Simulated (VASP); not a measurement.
Here is a VASP 6.6.1 calculation.

The input INCAR:

```
SYSTEM = ZnS
  PREC = Accurate
  ENCUT = 520
  EDIFF = 1E-6
  ISMEAR = 0
  SIGMA = 0.05
  LREAL = .FALSE.
  LASPH = .TRUE.
  NELM = 60
  ALGO = Normal
  ISIF = 2
  LWAVE = .FALSE.
  LCHARG = .FALSE.
  GGA = PE
  NBANDS = 16
```

File KPOINTS:

```
Automatic mesh
0
G
  10 10 10
  0 0 0
```

The input POSCAR:

```
ZnS
1.0
    0.0000000000      2.7452197500      2.7452197500
    2.7452197500      0.0000000000      2.7452197500
    2.7452197500      2.7452197500      0.0000000000
Zn S
1 1
Direct
    0.0000000000      0.0000000000      0.0000000000
    0.7500000000      0.7500000000      0.7500000000
```

Potentials or basis: VASP PAW PBE potentials, release 64 (Zn, S).

Run with:

```console
$ cat potpaw_PBE.64/Zn/POTCAR potpaw_PBE.64/S/POTCAR > POTCAR
$ mpirun -np 1 vasp_std > vasp.out
```

(1) Estimate the band gap on the k mesh.

(2) Estimate the pressure.

## Answers

(1) 1.91 eV, direct.

(2) -1.6 GPa.

Caveat: the cell differs from its parent crystal (strain +0.015 along x and y, +0.015 along z).
